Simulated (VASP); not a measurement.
A run of VASP 6.6.1:

Contents of INCAR:

```
SYSTEM = Be
PREC     = Accurate       ! precision mode
ENCUT    = 520            ! plane-wave cutoff, eV
EDIFF    = 1E-7           ! SCF threshold, eV
ISMEAR   = 0              ! smearing method
SIGMA    = 0.1            ! smearing width, eV
LREAL    = .FALSE.        ! projectors in reciprocal space
LASPH    = .TRUE.         ! aspherical terms in the spheres
NELM     = 60             ! most SCF steps
ALGO     = Normal         ! electronic algorithm
ISIF     = 2              ! what is computed and relaxed
LWAVE    = .FALSE.        ! write WAVECAR
LCHARG   = .FALSE.        ! write CHGCAR
NBANDS   = 12             ! bands
```

Contents of KPOINTS:

```
regular mesh
0
G
  4 4 7
  0 0 0
```

The input POSCAR:

```
Be
1.0
    3.7507200000      0.0584600000     -0.0113600000
    0.0584600000      3.7433900000      0.0045400000
   -0.0069200000      0.0027600000      2.2590000000
Be
4
Direct
    0.2950100000      0.3054400000      0.9947400000
    0.6954300000      0.7011800000      0.0039500000
    0.1962100000      0.8033200000      0.5064000000
    0.7985867316      0.2110933370      0.5019253978
```

Potentials or basis: VASP PAW LDA potentials, release 64 (Be).

Command:

```console
$ cat potpaw_LDA.64/Be/POTCAR > POTCAR
$ mpirun -np 1 vasp_std > vasp.out
```

Hardware: 1 thread of AMD EPYC 9R45 96-Core Processor (Zen 5), on a shared host.

Question: Estimate the wall time of this run.

Answer: It took 8.6 s on 1 thread of AMD EPYC 9R45 96-Core Processor (Zen 5), on a shared host, peak memory 0.1 GiB. Counts: scf iterations 11, k points 58.
